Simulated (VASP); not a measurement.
# Be4Se3 (I-43d) in VASP: single point with PBE

Aim: the single point of Be4Se3 with PBE.

All numbers are computed with VASP 6.6.1; they aren't measurements. Logs are shortened: lines on timing, memory, paths and dates and some standing lists are left out, and cuts for length are marked.

**1. The cell of the first run**

The structure is cubic, space group I-43d (No. 220). Conventional cell: a = 8.035 Å, b = 8.035 Å, c = 8.035 Å, α = 90.00°, β = 90.00°, γ = 90.00°. Within 2.9 Å of Be (site symmetry 3) lie 3 Se at 2.17 Å. Se (site symmetry -4) has 4 Be at 2.17 Å within 2.9 Å.

**2. Single point, PBE**

Contents of INCAR:

```
SYSTEM = Be4Se3
ALGO = Normal
EDIFF = 1E-6
ENCUT = 520
GGA = PE
ISIF = 2
ISMEAR = 0
LASPH = .TRUE.
LCHARG = .FALSE.
LREAL = .FALSE.
LWAVE = .FALSE.
NBANDS = 39
NELM = 60
PREC = Accurate
SIGMA = 0.2
```

Contents of KPOINTS:

```
k-points
0
G
  3 3 3
  0 0 0
```

Contents of POSCAR:

```
Be4Se3
1.0
   -4.0174200636      4.0174200636      4.0174200636
    4.0174200636     -4.0174200636      4.0174200636
    4.0174200636      4.0174200636     -4.0174200636
Be Se
8 6
Direct
    0.5000000000      0.0000000000      0.5703143896
    0.0000000000      0.0703143896      0.5000000000
    0.0703143896      0.5000000000      0.0000000000
    0.5703143896      0.5000000000      0.0000000000
    0.5000000000      0.0000000000      0.0703143896
    0.0000000000      0.5703143896      0.5000000000
    0.9296856104      0.9296856104      0.9296856104
    0.4296856104      0.4296856104      0.4296856104
    0.1250000000      0.7500000000      0.8750000000
    0.6250000000      0.3750000000      0.2500000000
    0.7500000000      0.8750000000      0.1250000000
    0.8750000000      0.1250000000      0.7500000000
    0.3750000000      0.2500000000      0.6250000000
    0.2500000000      0.6250000000      0.3750000000
```

Potentials or basis: VASP PAW PBE potentials, release 64 (Be, Se).

Command:

```bash
> cat potpaw_PBE.64/Be/POTCAR potpaw_PBE.64/Se/POTCAR > POTCAR
> mpirun -np 1 vasp_std > vasp.out
```

OUTCAR:

```text
SYSTEM = Be4Se3
   EDIFF = 1E-6
   ENCUT = 520
   GGA = PE
   ISIF = 2
   ISMEAR = 0
   LASPH = .TRUE.
   LREAL = .FALSE.
   NELM = 60
   PREC = Accurate

 ion  position               nearest neighbor table
   1  0.500  0.000  0.570-  12 2.17  13 2.17  14 2.17
   2  0.000  0.070  0.500-  12 2.17  11 2.17  13 2.17
   3  0.070  0.500  0.000-   9 2.17  12 2.17  14 2.17
   4  0.570  0.500  0.000-  10 2.17  11 2.17  13 2.17
   5  0.500  0.000  0.070-   9 2.17  10 2.17  11 2.17
   6  0.000  0.570  0.500-  10 2.17  14 2.17   9 2.17
   7  0.930  0.930  0.930-  11 2.17  12 2.17   9 2.17
   8  0.430  0.430  0.430-  10 2.17  13 2.17  14 2.17
   9  0.125  0.750  0.875-   3 2.17   5 2.17   6 2.17   7 2.17
  10  0.625  0.375  0.250-   4 2.17   6 2.17   8 2.17   5 2.17
  11  0.750  0.875  0.125-   7 2.17   4 2.17   5 2.17   2 2.17
  12  0.875  0.125  0.750-   2 2.17   3 2.17   7 2.17   1 2.17
  13  0.375  0.250  0.625-   8 2.17   2 2.17   4 2.17   1 2.17
  14  0.250  0.625  0.375-   6 2.17   3 2.17   1 2.17   8 2.17

  LATTYP: Found a body centered cubic cell.
 ALAT       =     8.0348401272

  Lattice vectors:

 A1 = (  -4.0174200636,   4.0174200636,   4.0174200636)
 A2 = (   4.0174200636,  -4.0174200636,   4.0174200636)
 A3 = (   4.0174200636,   4.0174200636,  -4.0174200636)

Analysis of symmetry for initial positions (statically):
=====================================================================
 Subroutine PRICEL returns:
 Original cell was already a primitive cell.

 Routine SETGRP: Setting up the symmetry group for a
 body centered cubic supercell.

 Subroutine GETGRP returns: Found 24 space group operations
 (whereof  3 operations were pure point group operations)
 out of a pool of 48 trial point group operations.

The static configuration has the point symmetry C_3 .
 The point group associated with its full space group is T_d .

Analysis of symmetry for dynamics (positions and initial velocities):
=====================================================================
 Subroutine PRICEL returns:
 Original cell was already a primitive cell.

 Routine SETGRP: Setting up the symmetry group for a
 body centered cubic supercell.

 Subroutine GETGRP returns: Found 24 space group operations
 (whereof  3 operations were pure point group operations)
 out of a pool of 48 trial point group operations.

The dynamic configuration has the point symmetry C_3 .
 The point group associated with its full space group is T_d .

 Subroutine INISYM returns: Found 24 space group operations
 (whereof  3 operations are pure point group operations),
 and found     1 'primitive' translations

----------------------------------------------------------------------------------------

                                     Primitive cell

  volume of cell :     259.3592

  direct lattice vectors                    reciprocal lattice vectors
    -4.017420064  4.017420064  4.017420064     0.000000000  0.124457984  0.124457984
     4.017420064 -4.017420064  4.017420064     0.124457984  0.000000000  0.124457984
     4.017420064  4.017420064 -4.017420064     0.124457984  0.124457984  0.000000000

  length of vectors
     6.958375666  6.958375666  6.958375666     0.176010168  0.176010168  0.176010168

  position of ions in fractional coordinates (direct lattice)
     0.500000000  0.000000000  0.570314390
     0.000000000  0.070314390  0.500000000
     0.070314390  0.500000000  0.000000000
     0.570314390  0.500000000  0.000000000
     0.500000000  0.000000000  0.070314390
     0.000000000  0.570314390  0.500000000
     0.929685610  0.929685610  0.929685610
     0.429685610  0.429685610  0.429685610
     0.125000000  0.750000000  0.875000000
     0.625000000  0.375000000  0.250000000
     0.750000000  0.875000000  0.125000000
     0.875000000  0.125000000  0.750000000
     0.375000000  0.250000000  0.625000000
     0.250000000  0.625000000  0.375000000

  ion indices of the primitive-cell ions
   primitive index   ion index
                 1           1
                 2           2
                 3           3
                 4           4
                 5           5
                 6           6
                 7           7
                 8           8
                 9           9
                10          10
                11          11
                12          12
                13          13
                14          14

----------------------------------------------------------------------------------------

 KPOINTS: k-points

Automatic generation of k-mesh.
 Grid dimensions read from file:
 generate k-points for:    3    3    3

 Generating k-lattice:

  Cartesian coordinates                     Fractional coordinates (reciprocal lattice)
     0.000000000  0.041485995  0.041485995     0.333333333  0.000000000  0.000000000
     0.041485995  0.000000000  0.041485995     0.000000000  0.333333333  0.000000000
     0.041485995  0.041485995  0.000000000     0.000000000  0.000000000  0.333333333

  Length of vectors
     0.058670056  0.058670056  0.058670056

  Shift w.r.t. Gamma in fractional coordinates (k-lattice)
     0.000000000  0.000000000  0.000000000

 Subroutine IBZKPT returns following result:
 ===========================================

 Found      4 irreducible k-points:

 Following reciprocal coordinates:
            Coordinates               Weight
  0.000000  0.000000  0.000000      1.000000
  0.333333  0.000000  0.000000     12.000000
  0.333333  0.333333  0.000000      8.000000
 -0.333333  0.333333  0.333333      6.000000
   k-points           NKPTS =      4   k-points in BZ     NKDIM =      4   number of bands    NBANDS=     39
   number of dos      NEDOS =    301   number of ions     NIONS =     14
   total plane-waves  NPLWV = 157464
   dimension x,y,z NGX =    54 NGY =   54 NGZ =   54
   dimension x,y,z NGXF=   108 NGYF=  108 NGZF=  108
   ions per type =               8   6
   NGX,Y,Z   is equivalent  to a cutoff of  12.90, 12.90, 12.90 a.u.
   NGXF,Y,Z  is equivalent  to a cutoff of  25.80, 25.80, 25.80 a.u.
 SYSTEM =  Be4Se3
   PREC   = accura    normal or accurate (medium, high low for compatibility)
   ISTART =      0    job   : 0-new  1-cont  2-samecut
   ICHARG =      2    charge: 1-file 2-atom 10-const
   ISPIN  =      1    spin polarized calculation?
   LNONCOLLINEAR =      F non collinear calculations
   LSORBIT =      F    spin-orbit coupling
   LASPH  =      T    aspherical Exc in radial PAW
   ENCUT  =  520.0 eV  38.22 Ry    6.18 a.u.  12.94 12.94 12.94*2*pi/ulx,y,z
   NELM   =     60;   NELMIN=  2; NELMDL= -5     # of ELM steps
   EDIFF  = 0.1E-05   stopping-criterion for ELM
   LREAL  =      F    real-space projection
[... 7 lines left out ...]
   TEBEG  =    0.0;   TEEND  =   0.0 temperature during run
   PSTRESS=    0.0 pullay stress
   NELECT =      52.0000    total number of electrons
   NUPDOWN=      -1.0000    fix difference up-down
   EMIN   =  10.00;   EMAX   =-10.00  energy-range for DOS
   EFERMI =   0.00;   METHOD = LEGACY
   ISMEAR =     0;   SIGMA  =   0.20  broadening in eV -4-tet -1-fermi 0-gaus
   EFERMI_NEDOS =   21; number of points for ismear=-14 and -15
   IALGO  =     38    algorithm
   IMIX   =      4    mixing-type and parameters
     AMIX     =   0.40;   BMIX     =  1.00
     AMIX_MAG =   1.60;   BMIX_MAG =  1.00
  volume/ion in A,a.u.               =      18.53       125.02
  Fermi-wavevector in a.u.,A,eV,Ry     =   0.958169  1.810677 12.491339  0.918088
  Thomas-Fermi vector in A             =   2.087252
   LORBIT       =      0    0 simple, 1 ext, 2 COOP (PROOUT), +10 PAW based schemes
   GGA     = PE    functional components
   LHFCALC =     F    Hartree Fock is set to
   AEXX    =    0.0000 exact exchange contribution
   IVDW    =     0    specifies the selected vdW correction
   LEPSILON=     F    determine dielectric tensor
   LRPA    =     F    only Hartree local field effects (RPA)
 non-spin polarized calculation
 Gauss-broadening in eV      SIGMA  =   0.20
  energy-cutoff  :      520.00
  volume of cell :      259.36
 maximum number of plane-waves:      6999
 NGX is ok and might be reduce to    54
   NGX = 25   NGY = 25   NGZ = 25

 number of electron      51.9999998 magnetization

 Free energy of the ion-electron system (eV)
  ---------------------------------------------------
  ext. energy  EPLUGINS =         0.00000000
  ---------------------------------------------------
  free energy    TOTEN  =       -52.57264262 eV

  energy without entropy =      -52.32857934  energy(sigma->0) =      -52.45061098

 E-fermi :   4.6191     XC(G=0):  -8.8811

 val. band max:        4.5757214260   @ k =   0.3333   0.0000   0.0000
 cond. band min:       4.6246924837   @ k =   0.3333   0.0000   0.0000
 fundamental gap:      0.0489710577
 Fermi energy:         4.6191219073

 k-point     1 :       0.0000    0.0000    0.0000
  band No.  band energies     occupation
      1     -11.2917      2.00000
      2     -10.4306      2.00000
      3     -10.4306      2.00000
      4     -10.4306      2.00000
      5     -10.2140      2.00000
      6     -10.2140      2.00000
[... 30 lines left out ...]
     37       7.7410      0.00000
     38       7.7410      0.00000

 k-point     2 :       0.3333    0.0000    0.0000
  band No.  band energies     occupation
      1     -11.0837      2.00000
      2     -10.6345      2.00000
      3     -10.4767      2.00000
      4     -10.4708      2.00000
      5     -10.2279      2.00000
      6     -10.1991      2.00000
[... 30 lines left out ...]
     37       8.0047      0.00000
     38       8.0419      0.00000

 k-point     3 :       0.3333    0.3333    0.0000
  band No.  band energies     occupation
      1     -10.7600      2.00000
      2     -10.7600      2.00000
      3     -10.7404      2.00000
      4     -10.4941      2.00000
      5     -10.1896      2.00000
      6     -10.1896      2.00000
[... 30 lines left out ...]
     37       8.1566      0.00000
     38       8.1567      0.00000

 k-point     4 :      -0.3333    0.3333    0.3333
  band No.  band energies     occupation
      1     -10.8957      2.00000
      2     -10.5583      2.00000
      3     -10.5112      2.00000
      4     -10.5112      2.00000
      5     -10.4248      2.00000
      6     -10.2700      2.00000
[... 30 lines left out ...]
     37       8.1717      0.00000
     38       8.1717      0.00000
 [bands above 38 left out]

------------------------ aborting loop because EDIFF is reached ----------------------------------------

  FORCE on cell =-STRESS in cart. coord.  units (eV):
  Direction    XX          YY          ZZ          XY          YZ          ZX
  --------------------------------------------------------------------------------------
  -------------------------------------------------------------------------------------
  Total        0.5791481      0.5791481      0.5791481     -0.0000000      0.0000000      0.0000000
  in kB        3.5776550      3.5776550      3.5776550     -0.0000000      0.0000000      0.0000000
  external PRESSURE =       3.5776550 kB  Pullay stress =       0.0000000 kB

 VOLUME and BASIS-vectors are now :
 -----------------------------------------------------------------------------
  energy-cutoff  :      520.00
  volume of cell :      259.36
      direct lattice vectors                 reciprocal lattice vectors
    -4.017420064  4.017420064  4.017420064     0.000000000  0.124457984  0.124457984
     4.017420064 -4.017420064  4.017420064     0.124457984  0.000000000  0.124457984
     4.017420064  4.017420064 -4.017420064     0.124457984  0.124457984  0.000000000

 POSITION                                       TOTAL-FORCE (eV/Angst)
 -----------------------------------------------------------------------------------
      0.28248      4.29990     -0.28248         0.013858      0.013858     -0.013858
      2.29119      1.72623     -1.72623         0.013858     -0.013858      0.013858
      1.72623     -1.72623      2.29119        -0.013858      0.013858      0.013858
     -0.28248      0.28248      4.29990        -0.013858      0.013858      0.013858
     -1.72623      2.29119      1.72623         0.013858      0.013858     -0.013858
      4.29990     -0.28248      0.28248         0.013858     -0.013858      0.013858
      3.73494      3.73494      3.73494        -0.013858     -0.013858     -0.013858
      1.72623      1.72623      1.72623        -0.013858     -0.013858     -0.013858
      6.02613      1.00436      0.00000        -0.000000      0.000000      0.000000
      0.00000      2.00871      3.01307        -0.000000      0.000000      0.000000
      1.00436      0.00000      6.02613        -0.000000      0.000000      0.000000
      0.00000      6.02613      1.00436        -0.000000      0.000000      0.000000
      2.00871      3.01307      0.00000        -0.000000      0.000000      0.000000
      3.01307      0.00000      2.00871        -0.000000      0.000000      0.000000
 -----------------------------------------------------------------------------------
    total drift:                                0.000002      0.000002      0.000002

  FREE ENERGIE OF THE ION-ELECTRON SYSTEM (eV)
  ---------------------------------------------------
  free  energy   TOTEN  =       -52.5726426196 eV

  energy  without entropy=      -52.3285793398  energy(sigma->0) =      -52.45061098
```

It took 1.9 min on 1 thread of Intel Xeon 8259CL, shared host; peak memory 0.38 GiB.

Results:

```yaml
Free_energy: -52.5726 eV
Pressure: 0.4 GPa
Largest_force: 0.024 eV/Å
Band_gap_on_the_k_mesh: zero (bands 26 and 27 overlap by 0.04 eV)
```

Forces on the atoms (eV/Å):
```
Be   0.014  0.014 -0.014
Be   0.014 -0.014  0.014
Be  -0.014  0.014  0.014
Be  -0.014  0.014  0.014
Be   0.014  0.014 -0.014
Be   0.014 -0.014  0.014
Be  -0.014 -0.014 -0.014
Be  -0.014 -0.014 -0.014
Se   0.000  0.000  0.000
Se   0.000  0.000  0.000
Se   0.000  0.000  0.000
Se   0.000  0.000  0.000
Se   0.000  0.000  0.000
Se   0.000  0.000  0.000
```

Levels at points of the mesh, in eV from the Fermi level:
```
           k point  band 22  band 23  band 24  band 25  band 26  band 27  band 28  band 29
(0.00, 0.00, 0.00)    -3.87    -3.87    -3.87    -1.05    -0.11     0.62     0.62     0.62
```

Caveat: the k points lie up to 0.37 Å⁻¹ apart; semilocal functionals underestimate gaps, so a narrow gap can read as zero.
